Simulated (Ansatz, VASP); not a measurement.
Two plane-wave programs on C11O

```xyz
12
Lattice="3.6473 0.0000 0.0000 -1.6659 3.9310 0.0000 0.0000 0.0000 23.1810" Properties=species:S:1:pos:R:3 pbc="T T T"
C     1.2689    1.3106    4.0000
C     0.7125    2.6204    4.0000
C     0.4360    3.2761    5.2325
C     1.5455    0.6549    5.2325
C     1.2651    1.3181    6.4645
C     0.7163    2.6129    6.4645
C     0.4304    3.2889    7.7020
C     1.5511    0.6421    7.7020
C     1.2324    1.3933    8.8310
C     0.7491    2.5377    8.8310
C     0.8948    4.3415   13.1810
O     0.8948    4.3415   12.0310
```

Alike in both runs: task single point; functional PBE; dispersion D3(BJ); k mesh 8 × 7 × 1; occupations gaussian, width 0.05 eV; no spin polarisation.

|  | VASP | Ansatz |
| --- | --- | --- |
| version | VASP 6.6.1 | Ansatz 0.2.0 |
| potentials or method | VASP PAW PBE potentials, release 64 (C, O), cutoff 520 eV | scalar-relativistic, plane waves, PAW |
| valence electrons in the cell | 50 | 50 |

Ansatz gave:

```
gap on the k mesh at the Fermi level (eV) : none
rms of the force components (eV/Å)        : 1.669
```

Question: Estimate VASP's values.

Answer: gap on the k mesh at the Fermi level (eV): none; rms of the force components (eV/Å): 1.633.

A gap of «none» marks a metal or a gap that the smearing closes.

Noted on VASP's run: the standard files for N, O and F lose accuracy on very short bonds.
